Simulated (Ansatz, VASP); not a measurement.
**W in VASP and in Ansatz**

```
CELL_PARAMETERS angstrom
2.77698 0.00000 0.00000
-1.38849 2.40494 0.00000
0.00000 0.00000 4.94792
ATOMIC_POSITIONS crystal
W 0.33333 0.66667 0.25000
W 0.66667 0.33333 0.75000
```

Alike in both runs: functional PBE; k mesh 17 × 17 × 9; occupations fermi-dirac, width 0.05 eV; no spin polarisation.

Ansatz relaxed the structure, and its values are those at the end. VASP's run is a single point on that final structure, the one shown.

|  | VASP | Ansatz |
| --- | --- | --- |
| version | VASP 6.6.1 | Ansatz 0.2.0 |
| potentials or method | VASP PAW PBE potentials, release 64 (W_sv), cutoff 520 eV | all-electron LAPW, scalar-relativistic |

|  | VASP | Ansatz | Ansatz less VASP |
| --- | --- | --- | --- |
| pressure (GPa) | 0.4 | 0.0 | -0.40 |

Ansatz ran all-electron here, and VASP with PAW potentials.

Spin-orbit coupling is off throughout.
